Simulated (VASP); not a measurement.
# W (Fm-3m) in VASP: a series of runs

W is run at these levels: PBE; tasks: single point.

Program: VASP 6.6.1. These are calculated values, not measurements. Logs are shortened: lines on timing, memory, paths and dates and some standing lists are left out, and cuts for length are marked.

## 1. The cell of the first run

The structure is cubic, space group Fm-3m (No. 225). Conventional cell: a = 3.981 Å, b = 3.981 Å, c = 3.981 Å, α = 90.00°, β = 90.00°, γ = 90.00°. W (site symmetry m-3m) has 12 W at 2.82 Å within 3.7 Å.

## 2. Single point, PBE

INCAR reads:

```
SYSTEM = W
PREC = Accurate
ENCUT = 520
EDIFF = 1E-7
ISMEAR = 0
SIGMA = 0.05
LREAL = .False.
LASPH = .True.
NELM = 60
ALGO = Normal
ISIF = 2
LWAVE = .False.
LCHARG = .False.
GGA = PE
NBANDS = 13
```

KPOINTS reads:

```
Automatic mesh
0
Gamma
  8 8 8
  0 0 0
```

POSCAR reads:

```
W
1.0
    0.0000000000      1.9906732401      1.9906732401
    1.9906732401      0.0000000000      1.9906732401
    1.9906732401      1.9906732401      0.0000000000
W
1
Direct
    0.0000000000      0.0000000000      0.0000000000
```

Potentials or basis: VASP PAW PBE potentials, release 64 (W_sv).

On the command line:

```sh
cat potpaw_PBE.64/W_sv/POTCAR > POTCAR
mpirun -np 1 vasp_std > vasp.out
```

OUTCAR:

```text
SYSTEM = W
   PREC = Accurate
   ENCUT = 520
   EDIFF = 1E-7
   ISMEAR = 0
   LREAL = .False.
   LASPH = .True.
   NELM = 60
   ISIF = 2
   GGA = PE

 ion  position               nearest neighbor table
   1  0.000  0.000  0.000-

  LATTYP: Found a face centered cubic cell.
 ALAT       =     3.9813464802

  Lattice vectors:

 A1 = (   0.0000000000,   1.9906732401,   1.9906732401)
 A2 = (   1.9906732401,   0.0000000000,   1.9906732401)
 A3 = (   1.9906732401,   1.9906732401,   0.0000000000)

Analysis of symmetry for initial positions (statically):
=====================================================================
 Subroutine PRICEL returns:
 Original cell was already a primitive cell.

 Routine SETGRP: Setting up the symmetry group for a
 face centered cubic supercell.

 Subroutine GETGRP returns: Found 48 space group operations
 (whereof 48 operations were pure point group operations)
 out of a pool of 48 trial point group operations.

The static configuration has the point symmetry O_h .

Analysis of symmetry for dynamics (positions and initial velocities):
=====================================================================
 Subroutine PRICEL returns:
 Original cell was already a primitive cell.

 Routine SETGRP: Setting up the symmetry group for a
 face centered cubic supercell.

 Subroutine GETGRP returns: Found 48 space group operations
 (whereof 48 operations were pure point group operations)
 out of a pool of 48 trial point group operations.

The dynamic configuration has the point symmetry O_h .

 Subroutine INISYM returns: Found 48 space group operations
 (whereof 48 operations are pure point group operations),
 and found     1 'primitive' translations

----------------------------------------------------------------------------------------

                                     Primitive cell

  volume of cell :      15.7772

  direct lattice vectors                    reciprocal lattice vectors
     0.000000000  1.990673240  1.990673240    -0.251171307  0.251171307  0.251171307
     1.990673240  0.000000000  1.990673240     0.251171307 -0.251171307  0.251171307
     1.990673240  1.990673240  0.000000000     0.251171307  0.251171307 -0.251171307

  length of vectors
[... 78 lines left out ...]
   ENCUT  =  520.0 eV  38.22 Ry    6.18 a.u.   5.23  5.23  5.23*2*pi/ulx,y,z
   NELM   =     60;   NELMIN=  2; NELMDL= -5     # of ELM steps
   EDIFF  = 0.1E-06   stopping-criterion for ELM
   LREAL  =      F    real-space projection
   EDIFFG = 0.1E-05   stopping-criterion for IOM
   NSW    =      0    number of steps for IOM
   IBRION =     -1    ionic relax: 0-MD 1-quasi-New 2-CG
   NFREE  =      0    steps in history (QN), initial steepest desc. (CG)
   ISIF   =      2    stress and relaxation
   ISYM   =      2    0-nonsym 1-usesym 2-fastsym
   POTIM  = 0.5000    time-step for ionic-motion
   TEBEG  =    0.0;   TEEND  =   0.0 temperature during run
   PSTRESS=    0.0 pullay stress
   NELECT =      14.0000    total number of electrons
   NUPDOWN=      -1.0000    fix difference up-down
   EMIN   =  10.00;   EMAX   =-10.00  energy-range for DOS
   EFERMI =   0.00;   METHOD = LEGACY
   ISMEAR =     0;   SIGMA  =   0.05  broadening in eV -4-tet -1-fermi 0-gaus
   EFERMI_NEDOS =   21; number of points for ismear=-14 and -15
   IALGO  =     38    algorithm
   IMIX   =      4    mixing-type and parameters
     AMIX     =   0.40;   BMIX     =  1.00
     AMIX_MAG =   1.60;   BMIX_MAG =  1.00
  volume/ion in A,a.u.               =      15.78       106.47
  Fermi-wavevector in a.u.,A,eV,Ry     =   1.573165  2.972850 33.672341  2.474847
  Thomas-Fermi vector in A             =   2.674490
   LORBIT       =      0    0 simple, 1 ext, 2 COOP (PROOUT), +10 PAW based schemes
   GGA     = PE    functional components
   LHFCALC =     F    Hartree Fock is set to
   AEXX    =    0.0000 exact exchange contribution
   IVDW    =     0    specifies the selected vdW correction
   LEPSILON=     F    determine dielectric tensor
   LRPA    =     F    only Hartree local field effects (RPA)
 non-spin polarized calculation
 Gauss-broadening in eV      SIGMA  =   0.05
  energy-cutoff  :      520.00
  volume of cell :       15.78
 maximum number of plane-waves:       444
 NGX is ok and might be reduce to    24
   NGX = 11   NGY = 11   NGZ = 11

 number of electron      13.9999999 magnetization

 Free energy of the ion-electron system (eV)
  ---------------------------------------------------
  ext. energy  EPLUGINS =         0.00000000
  ---------------------------------------------------
  free energy    TOTEN  =       -12.45152006 eV

  energy without entropy =      -12.44842189  energy(sigma->0) =      -12.44997098

 E-fermi :  10.9326     XC(G=0): -13.6604

 val. band max:       10.9204938878   @ k =   0.2500   0.1250   0.0000
 cond. band min:      10.9532716272   @ k =  -0.3750   0.3750   0.0000
 fundamental gap:      0.0327777395
 Fermi energy:        10.9325550365

 k-point     1 :       0.0000    0.0000    0.0000
  band No.  band energies     occupation
      1     -62.5829      2.00000
      2     -26.1577      2.00000
      3     -26.1577      2.00000
      4     -26.1577      2.00000
      5       1.8424      2.00000
      6      10.4191      2.00000
      7      10.4191      2.00000
      8      10.4191      2.00000
      9      13.7264      0.00000
     10      13.7264      0.00000
     11      23.8645      0.00000
     12      29.2940      0.00000
     13      29.2940      0.00000
[... 354 lines left out ...]
  band No.  band energies     occupation
      1     -62.4350      2.00000
      2     -27.2878      2.00000
      3     -26.6814      2.00000
      4     -26.4426      2.00000
      5       6.8658      2.00000
      6       8.3338      2.00000
      7      10.1312      2.00000
      8      11.7468      0.00000
      9      15.7894      0.00000
     10      19.2673      0.00000
     11      20.7111      0.00000
     12      27.0124      0.00000
     13      28.6428      0.00000

 [... further k-points ...]
[... 5 lines left out ...]
  --------------------------------------------------------------------------------------
  -------------------------------------------------------------------------------------
  Total        1.3853703      1.3853703      1.3853703      0.0000000     -0.0000000      0.0000000
  in kB      140.6845905    140.6845905    140.6845905      0.0000000     -0.0000000      0.0000000
  external PRESSURE =     140.6845905 kB  Pullay stress =       0.0000000 kB

 VOLUME and BASIS-vectors are now :
 -----------------------------------------------------------------------------
  energy-cutoff  :      520.00
  volume of cell :       15.78
      direct lattice vectors                 reciprocal lattice vectors
     0.000000000  1.990673240  1.990673240    -0.251171307  0.251171307  0.251171307
     1.990673240  0.000000000  1.990673240     0.251171307 -0.251171307  0.251171307
     1.990673240  1.990673240  0.000000000     0.251171307  0.251171307 -0.251171307

 POSITION                                       TOTAL-FORCE (eV/Angst)
 -----------------------------------------------------------------------------------
      0.00000      0.00000      0.00000         0.000000      0.000000      0.000000
 -----------------------------------------------------------------------------------
    total drift:                               -0.000000      0.000000     -0.000000

  FREE ENERGIE OF THE ION-ELECTRON SYSTEM (eV)
  ---------------------------------------------------
  free  energy   TOTEN  =       -12.4515200609 eV

  energy  without entropy=      -12.4484218927  energy(sigma->0) =      -12.44997098
```

stdout:

```text
POSCAR found type information on POSCAR W
 POSCAR found :  1 types and       1 ions
 scaLAPACK will be used
 LDA part: xc-table for (Slater+PW92), standard interpolation
 POSCAR, INCAR and KPOINTS ok, starting setup
 FFT: planning ... GRIDC
 FFT: planning ... GRID_SOFT
 FFT: planning ... GRID
 WAVECAR not read
 entering main loop
```

It took 3.1 s on 1 thread of Intel Xeon 6975P-C (Granite Rapids), shared host; peak memory 0.14 GiB.

Results:

* Free energy: -12.4515 eV
* Pressure: 14.1 GPa
* Band gap on the k mesh: zero (band 7 reaches 14.31 eV, above the bottom of band 8 at 10.42 eV)

Caveat: spin-orbit coupling is left out, which moves the levels of the heavy elements.

## 3. Single point, PBE

This run uses another cell than the first one, of 16.46 Å³/atom, 1.043 times its volume.

INCAR reads:

```
SYSTEM = W
  ALGO = Normal
  EDIFF = 1E-6
  ENCUT = 500
  GGA = PE
  GGA_COMPAT = .FALSE.
  ISIF = 2
  ISMEAR = 0
  LASPH = .TRUE.
  LCHARG = .FALSE.
  LREAL = .FALSE.
  LWAVE = .FALSE.
  NBANDS = 13
  NELM = 120
  PREC = Accurate
  SIGMA = 0.05
```

KPOINTS reads:

```
k-points
0
G
  8 8 8
  0 0 0
```

POSCAR reads:

```
W
1.0
    0.0000000000      2.0190628742      2.0190628742
    2.0190628742      0.0000000000      2.0190628742
    2.0190628742      2.0190628742      0.0000000000
W
1
Direct
    0.0000000000      0.0000000000      0.0000000000
```

Potentials or basis: VASP PAW PBE potentials, release 64 (W_sv).

On the command line:

```sh
cat potpaw_PBE.64/W_sv/POTCAR > POTCAR
mpirun -np 1 vasp_std > vasp.out
```

OUTCAR:

```text
SYSTEM = W
   EDIFF = 1E-6
   ENCUT = 500
   GGA = PE
   ISIF = 2
   ISMEAR = 0
   LASPH = .TRUE.
   LREAL = .FALSE.
   NELM = 120
   PREC = Accurate

 ion  position               nearest neighbor table
   1  0.000  0.000  0.000-

  LATTYP: Found a face centered cubic cell.
 ALAT       =     4.0381257484

  Lattice vectors:

 A1 = (   0.0000000000,   2.0190628742,   2.0190628742)
 A2 = (   2.0190628742,   0.0000000000,   2.0190628742)
 A3 = (   2.0190628742,   2.0190628742,   0.0000000000)

Analysis of symmetry for initial positions (statically):
=====================================================================
 Subroutine PRICEL returns:
 Original cell was already a primitive cell.

 Routine SETGRP: Setting up the symmetry group for a
 face centered cubic supercell.

 Subroutine GETGRP returns: Found 48 space group operations
 (whereof 48 operations were pure point group operations)
 out of a pool of 48 trial point group operations.

The static configuration has the point symmetry O_h .

Analysis of symmetry for dynamics (positions and initial velocities):
=====================================================================
 Subroutine PRICEL returns:
 Original cell was already a primitive cell.

 Routine SETGRP: Setting up the symmetry group for a
 face centered cubic supercell.

 Subroutine GETGRP returns: Found 48 space group operations
 (whereof 48 operations were pure point group operations)
 out of a pool of 48 trial point group operations.

The dynamic configuration has the point symmetry O_h .

 Subroutine INISYM returns: Found 48 space group operations
 (whereof 48 operations are pure point group operations),
 and found     1 'primitive' translations

----------------------------------------------------------------------------------------

                                     Primitive cell

  volume of cell :      16.4619

[... 108 lines left out ...]
  Fermi-wavevector in a.u.,A,eV,Ry     =   1.551045  2.931050 32.732078  2.405740
  Thomas-Fermi vector in A             =   2.655621
   LORBIT       =      0    0 simple, 1 ext, 2 COOP (PROOUT), +10 PAW based schemes
   GGA     = PE    functional components
   LHFCALC =     F    Hartree Fock is set to
   AEXX    =    0.0000 exact exchange contribution
   IVDW    =     0    specifies the selected vdW correction
   LEPSILON=     F    determine dielectric tensor
   LRPA    =     F    only Hartree local field effects (RPA)
 non-spin polarized calculation
 Gauss-broadening in eV      SIGMA  =   0.05
  energy-cutoff  :      500.00
  volume of cell :       16.46
 maximum number of plane-waves:       444
 NGX is ok and might be reduce to    24
   NGX = 11   NGY = 11   NGZ = 11

 number of electron      14.0000002 magnetization

 Free energy of the ion-electron system (eV)
  ---------------------------------------------------
  ext. energy  EPLUGINS =         0.00000000
  ---------------------------------------------------
  free energy    TOTEN  =       -12.48286655 eV

  energy without entropy =      -12.47989454  energy(sigma->0) =      -12.48138055

 E-fermi :  10.3563     XC(G=0): -13.4222

 val. band max:       10.3360589511   @ k =  -0.1250   0.1250   0.0000
 cond. band min:      10.3646459331   @ k =   0.2500   0.1250   0.0000
 fundamental gap:      0.0285869820
 Fermi energy:        10.3563381877

 k-point     1 :       0.0000    0.0000    0.0000
  band No.  band energies     occupation
      1     -63.2579      2.00000
      2     -26.8903      2.00000
      3     -26.8903      2.00000
      4     -26.8903      2.00000
      5       1.4712      2.00000
      6       9.8821      2.00000
      7       9.8821      2.00000
      8       9.8821      2.00000
      9      12.9923      0.00000
     10      12.9923      0.00000
     11      23.2258      0.00000
     12      28.4364      0.00000
     13      28.4364      0.00000
[... 354 lines left out ...]
  band No.  band energies     occupation
      1     -63.1360      2.00000
      2     -27.8694      2.00000
      3     -27.3441      2.00000
      4     -27.1383      2.00000
      5       6.4343      2.00000
      6       7.9011      2.00000
      7       9.5371      2.00000
      8      11.1397      0.00000
      9      14.9407      0.00000
     10      18.2535      0.00000
     11      19.5826      0.00000
     12      26.0741      0.00000
     13      27.3383      0.00000

 [... further k-points ...]
[... 5 lines left out ...]
  --------------------------------------------------------------------------------------
  -------------------------------------------------------------------------------------
  Total        0.0838665      0.0838665      0.0838665      0.0000000     -0.0000000     -0.0000000
  in kB        8.1624335      8.1624335      8.1624335      0.0000000     -0.0000000     -0.0000000
  external PRESSURE =       8.1624335 kB  Pullay stress =       0.0000000 kB

 VOLUME and BASIS-vectors are now :
 -----------------------------------------------------------------------------
  energy-cutoff  :      500.00
  volume of cell :       16.46
      direct lattice vectors                 reciprocal lattice vectors
     0.000000000  2.019062874  2.019062874    -0.247639638  0.247639638  0.247639638
     2.019062874  0.000000000  2.019062874     0.247639638 -0.247639638  0.247639638
     2.019062874  2.019062874  0.000000000     0.247639638  0.247639638 -0.247639638

 POSITION                                       TOTAL-FORCE (eV/Angst)
 -----------------------------------------------------------------------------------
      0.00000      0.00000      0.00000        -0.000000      0.000000     -0.000000
 -----------------------------------------------------------------------------------
    total drift:                               -0.000000      0.000000      0.000000

  FREE ENERGIE OF THE ION-ELECTRON SYSTEM (eV)
  ---------------------------------------------------
  free  energy   TOTEN  =       -12.4828665546 eV

  energy  without entropy=      -12.4798945442  energy(sigma->0) =      -12.48138055
```

OSZICAR:

```text
N       E                     dE             d eps       ncg     rms          rms(c)
DAV:   1     0.841017126362E+02    0.84102E+02   -0.71165E+03   759   0.118E+03
DAV:   2    -0.114834782355E+02   -0.95585E+02   -0.91848E+02   864   0.315E+02
DAV:   3    -0.130989449547E+02   -0.16155E+01   -0.16107E+01   819   0.392E+01
DAV:   4    -0.131059525493E+02   -0.70076E-02   -0.70074E-02   834   0.285E+00
DAV:   5    -0.131060185409E+02   -0.65992E-04   -0.65993E-04   839   0.256E-01    0.189E+01
DAV:   6    -0.126170220370E+02    0.48900E+00   -0.42553E-01   799   0.857E+00    0.736E+00
DAV:   7    -0.124878294911E+02    0.12919E+00   -0.21346E-01   859   0.577E+00    0.636E-01
DAV:   8    -0.124828538285E+02    0.49757E-02   -0.36279E-03   764   0.751E-01    0.103E-01
DAV:   9    -0.124828684424E+02   -0.14614E-04   -0.60731E-05   907   0.867E-02    0.553E-02
DAV:  10    -0.124828655958E+02    0.28466E-05   -0.75623E-06   824   0.378E-02    0.144E-02
DAV:  11    -0.124828665546E+02   -0.95875E-06   -0.15694E-07   447   0.425E-03
   1 F= -.12482867E+02 E0= -.12481381E+02  d E =-.297201E-02
```

stdout:

```text
POSCAR found type information on POSCAR W
 POSCAR found :  1 types and       1 ions
 scaLAPACK will be used
 LDA part: xc-table for (Slater+PW92), standard interpolation
 POSCAR, INCAR and KPOINTS ok, starting setup
 FFT: planning ... GRIDC
 FFT: planning ... GRID_SOFT
 FFT: planning ... GRID
 WAVECAR not read
 entering main loop
```

Run time: 11 s. Hardware: 1 thread of Intel Xeon 8259CL, shared host; peak memory 0.14 GiB.

Results:

```
Free energy            : -12.4829 eV
Pressure               : 0.8 GPa
Band gap on the k mesh : zero (band 7 reaches 13.47 eV, above the bottom of band 8 at 9.88 eV)
```

Levels at points of the mesh, in eV from the Fermi level:
```csv
k point,band 3,band 4,band 5,band 6,band 7,band 8,band 9,band 10,band 11,band 12
"(0.00, 0.00, 0.00)",-37.25,-37.25,-8.89,-0.47,-0.47,-0.47,2.64,2.64,12.87,18.08
"(0.50, 0.00, 0.00)",-37.40,-37.40,-5.50,-0.69,-0.69,0.72,5.10,5.10,10.32,12.51
"(0.50, 0.50, 0.00)",-37.66,-37.66,-5.37,-4.42,3.12,5.06,5.82,5.82,11.80,11.80
```

Caveat: spin-orbit coupling is left out, which moves the levels of the heavy elements.
